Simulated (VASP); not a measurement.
Co:

```
CELL_PARAMETERS angstrom
2.47056 0.00000 0.00000
-1.23528 2.13957 0.00000
0.00000 0.00000 8.08823
ATOMIC_POSITIONS crystal
Co 0.66667 0.33333 0.75000
Co 0.00000 0.00000 0.50000
Co 0.33333 0.66667 0.25000
Co 0.00000 0.00000 0.00000
```

Base run:

```yaml
Program: VASP 6.6.1
Functional: BLYP
Potentials_or_basis: VASP PAW PBE potentials, release 64 (Co)
Cutoff: 520 eV
k_mesh: 12 × 12 × 4
Occupations: fermi-dirac, width 0.05 eV
Spin: collinear spin, ferromagnetic start
Starting_moments: "[2.0, 2.0, 2.0, 2.0] μB"
```

Its results: pressure 13.2 GPa; net moment 6.38 μB per cell; site moments Co +1.62, +1.59 (each value once) μB.

Question: After a change of settings the same cell gave: pressure 3.2 GPa; net moment 6.54 μB per cell; site moments Co +1.66, +1.64 (each value once) μB. Which change was it?
A. functional from BLYP to PBEsol; hubbard terms from none to Co d U = 4.0 eV
B. functional from BLYP to b88 exchange, pbe correlation; cutoff from 520 eV to 600 eV
C. functional from BLYP to r2SCAN; dispersion from none to D3(BJ)
D. functional from BLYP to RPBE; further incar settings from ALGO = Normal; EDIFF = 1e-06; NBANDS = 30 to ALGO = Normal; EDIFF = 1e-07; NBANDS = 30

Answer: B.

Caveats: the cell stands under pressure; the PAW data sets were made with another functional, which shifts forces and pressure a little.
